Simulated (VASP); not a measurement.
Runs of VASP 6.6.1 on Te. The structure is that of space group P3_121 (No. 152), or close to it. The cells are those of the table. 

```tsv
task	cell	k mesh	cutoff (eV)	smearing	gap on the mesh (eV)	pressure (GPa)	relaxed volume (Å³/atom)	largest force (eV/Å)
single point	a = 4.458, b = 4.458, c = 5.925 Å, angles 90.0, 90.0, 120.0°, 3 atoms	6 × 6 × 4	520	gaussian 0.1 eV	0.14	3.2	-	(a)
single point	a = 4.387, b = 4.387, c = 6.063 Å, angles 90.0, 90.0, 120.0°, 3 atoms	12 × 12 × 6	520	gaussian 0.01 eV	none	1.0	-	0.09
single point	a = 4.319, b = 4.319, c = 6.116 Å, angles 90.0, 90.0, 120.0°, 3 atoms	12 × 12 × 6	520	gaussian 0.01 eV	none	1.4	-	0.09
single point	a = 4.523, b = 4.523, c = 6.134 Å, angles 90.0, 90.0, 120.0°, 3 atoms	12 × 12 × 6	520	gaussian 0.01 eV	0.07	-1.0	-	-
relaxation of cell and atoms	relaxed from a = 4.551, b = 4.551, c = 5.932 Å, angles 90.0, 90.0, 120.0°, 3 atoms	12 × 12 × 6	600	gaussian 0.01 eV	0.21	0.0	35.05	-
single point	a = 4.319, b = 4.319, c = 6.133 Å, angles 90.0, 90.0, 120.0°, 3 atoms	12 × 12 × 6	520	gaussian 0.01 eV	none	1.0	-	0.01
relaxation of cell and atoms	relaxed from a = 4.458, b = 4.458, c = 5.925 Å, angles 90.0, 90.0, 120.0°, 3 atoms	6 × 6 × 4	600	gaussian 0.1 eV	0.26	0.0	(d)	0.05
single point	a = 4.523, b = 4.523, c = 6.223 Å, angles 90.0, 90.0, 120.0°, 3 atoms	12 × 12 × 6	520	gaussian 0.01 eV	-	(b)	-	-
single point	a = 4.455, b = 4.455, c = 6.009 Å, angles 90.0, 90.0, 120.0°, 3 atoms	12 × 12 × 6	520	gaussian 0.01 eV	0.10	0.6	-	0.11
single point	a = 4.551, b = 4.551, c = 5.932 Å, angles 90.0, 90.0, 120.0°, 3 atoms	6 × 6 × 4	520	gaussian 0.1 eV	(c)	-0.1	-	0.01
single point	a = 4.523, b = 4.523, c = 6.045 Å, angles 90.0, 90.0, 120.0°, 3 atoms	12 × 12 × 6	520	gaussian 0.01 eV	0.15	-0.5	-	-
```

Alike in all rows: level PBE; potentials or basis VASP PAW PBE potentials, release 64 (Te); no spin polarisation.

Estimate the missing entries.

(a) 0.63; (b) -1.4; (c) 0.27; (d) 35.58.

Caveats: spin-orbit coupling is left out, which moves the levels of the heavy elements; the relaxation stopped at a loose force limit of 0.05 eV/Å, so its end isn't a converged minimum (some runs).

A k mesh can miss the band edges, and the runs leave out spin-orbit coupling on Te.

A gap of «none» marks levels without a gap at the run's occupations.
